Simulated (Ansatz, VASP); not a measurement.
**One calculation of HfN, two programs**

The input INCAR:

```
PREC = Accurate
ENCUT = 520
EDIFF = 1E-8
ISMEAR = -1
SIGMA = 0.03
LREAL = F
LASPH = T
NELM = 100
ALGO = Normal
ISIF = 2
LWAVE = F
LCHARG = F
LEFG = T
NBANDS = 14
```

The input KPOINTS:

```
regular mesh
0
Gamma
  10 10 10
```

POSCAR

```
HfN
1.0
   -0.0677700000      2.2251150000      2.2251150000
    2.2251150000     -0.0677700000      2.2251150000
    2.2251150000      2.2251150000     -0.0677700000
Hf N
1 1
Direct
    0.0000000000      0.0000000000      0.0000000000
    0.5000000000      0.5000000000      0.5000000000
```

Input for Ansatz:

```yaml
crystal:
  lattice:
    - [-0.06777, 2.225115, 2.225115]
    - [2.225115, -0.06777, 2.225115]
    - [2.225115, 2.225115, -0.06777]
  atoms:
    - { symbol: Hf, position: [0.0, 0.0, 0.0] }
    - { symbol: "N", position: [0.5, 0.5, 0.5] }
kpoints:
  mp_grid: { grid: [10, 10, 10] }
scf:
  occupations: { method: fermi_dirac, width: 0.03 }
hamiltonian:
  xc: lda
  pseudopotentials: { kind: all_electron, datasets: crystal }
output:
  forces: true
  stress: true
  eigenvalues: true
  efg: { contact_densities: true }
```

Change from the starting cell: equal xy, yz and zx shear strains of -3 %, crystal datasets.

Alike in both runs: task electric field gradients; functional LDA; k mesh 10 × 10 × 10; occupations fermi-dirac, width 0.03 eV; no spin polarisation.

|  | VASP | Ansatz |
| --- | --- | --- |
| version | VASP 6.6.1 | Ansatz 0.2.0 |
| potentials or method | VASP PAW LDA potentials, release 64 (Hf_pv, N), cutoff 520 eV | all-electron PAW with datasets made for the crystal, scalar-relativistic |

```csv
,VASP,Ansatz,Ansatz less VASP
pressure (GPa),-10.4,-9.1,+1.36
"traceless stress, the component that is largest in VASP (GPa)",3.85,3.83,-0.029
size of Vzz on the site where it differs most (V/Å²),20.2,20.9,+0.67
```

LDA's correlation is that of Perdew and Zunger in VASP and of Perdew and Wang (1992) in Ansatz. Ansatz ran all-electron here, and VASP with PAW potentials.

Spin-orbit coupling is off throughout.
